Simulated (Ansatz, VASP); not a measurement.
In4TeS in VASP and in Ansatz

```xyz
6
Lattice="4.6011 0.0000 0.0000 0.0000 4.6011 0.0000 0.0000 0.0000 8.7697" Properties=species:S:1:pos:R:3 pbc="T T T"
In    0.0000    2.3006    2.3733
In    2.3006    0.0000    6.3964
In    0.0000    2.3006    6.3964
In    2.3006    0.0000    2.3733
Te    0.0000    0.0000    0.0000
S     0.0000    0.0000    4.3849
```

Alike in both runs: functional PBE; k mesh 8 × 8 × 6; occupations gaussian, width 0.1 eV; no spin polarisation.

Ansatz relaxed the structure, and its values are those at the end. VASP's run is a single point on that final structure, the one shown.

|  | VASP | Ansatz |
| --- | --- | --- |
| version | VASP 6.6.1 | Ansatz 0.2.0 |
| potentials or method | VASP PAW PBE potentials, release 64 (In_d, Te, S), cutoff 520 eV | scalar-relativistic, plane waves, PAW |
| valence electrons in the cell | 64 | 74 |

```csv
,VASP,Ansatz,Ansatz less VASP
gap on the k mesh at the Fermi level (eV),none,none,-
pressure (GPa),0.0,0.0,+0.03
```

A gap of «none» marks a metal or a gap that the smearing closes. VASP's potentials hold 64 valence electrons a cell and Ansatz's 74, so a difference there can come from the potentials and not from the codes.

Spin-orbit coupling is off throughout.
